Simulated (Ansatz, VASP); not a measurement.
# One calculation of Al2Ru, two programs

INCAR

```
SYSTEM = Al2Ru
  PREC = Accurate
  ENCUT = 520
  EDIFF = 1E-6
  ISMEAR = 0
  SIGMA = 0.03
  LREAL = .FALSE.
  LASPH = .TRUE.
  NELM = 100
  ALGO = Fast
  ISIF = 2
  LWAVE = .FALSE.
  LCHARG = .FALSE.
  NBANDS = 29
```

File KPOINTS:

```
Automatic mesh
0
G
  10 10 10
  0 0 0
```

The input POSCAR:

```
Al2Ru
1.0
    0.0000000000      4.1744261553      4.5892615312
    2.1801345296      0.0000000000      4.5892615312
    2.1801345296      4.1744261553      0.0000000000
Al Ru
4 2
Direct
    0.0788992938      0.4211007062      0.0788992938
    0.4211007062      0.0788992938      0.4211007062
    0.1711007062      0.8288992938      0.1711007062
    0.8288992938      0.1711007062      0.8288992938
    0.7500000000      0.7500000000      0.7500000000
    0.5000000000      0.5000000000      0.5000000000
```

Input for Ansatz:

```yaml
crystal:
  lattice:
    - [0.0, 4.1744261553, 4.5892615312]
    - [2.1801345296, 0.0, 4.5892615312]
    - [2.1801345296, 4.1744261553, 0.0]
  atoms:
    - { symbol: Al, position: [0.0788992938, 0.4211007062, 0.0788992938] }
    - { symbol: Al, position: [0.4211007062, 0.0788992938, 0.4211007062] }
    - { symbol: Al, position: [0.1711007062, 0.8288992938, 0.1711007062] }
    - { symbol: Al, position: [0.8288992938, 0.1711007062, 0.8288992938] }
    - { symbol: Ru, position: [0.75, 0.75, 0.75] }
    - { symbol: Ru, position: [0.5, 0.5, 0.5] }
basis:
  ecutwfc: 420
kpoints:
  mp_grid: { grid: [10, 10, 10] }
hamiltonian:
  xc: lda
  pseudopotentials: { kind: paw, azcp: { folder: soft_1 } }
scf:
  occupations: { method: gaussian, width: 0.03 }
output:
  forces: true
  stress: true
  eigenvalues: true
```

Change from the starting cell: volume 13.922 Å^3 an atom, stretch along a over the lengths across it, relative to the relaxed cell 0.8864.

Alike in both runs: task single point; functional LDA; k mesh 10 × 10 × 10; occupations gaussian, width 0.03 eV; no spin polarisation.

```csv
,VASP,Ansatz
version,VASP 6.6.1,Ansatz 0.2.0
potentials or method,"VASP PAW LDA potentials, release 64 (Al, Ru_pv), cutoff 520 eV","scalar-relativistic, plane waves, PAW"
valence electrons in the cell,40,44
```

|  | VASP | Ansatz | Ansatz less VASP |
| --- | --- | --- | --- |
| gap on the k mesh at the Fermi level (eV) | none | none | - |
| pressure (GPa) | -4.0 | -4.4 | -0.42 |
| traceless stress, the component that is largest in VASP (GPa) | 20.33 | 20.27 | -0.056 |
| rms of the force components (eV/Å) | 0.212 | 0.212 | +0.0001 |

Ansatz warns that its potentials were made for another functional, while VASP's fit it. LDA's correlation is that of Perdew and Zunger in VASP and of Perdew and Wang (1992) in Ansatz. Atom by atom the forces differ by 0.000 eV/Å (rms over components). A gap of «none» marks a metal or a gap that the smearing closes. VASP's potentials hold 40 valence electrons a cell and Ansatz's 44, so a difference there can come from the potentials and not from the codes.
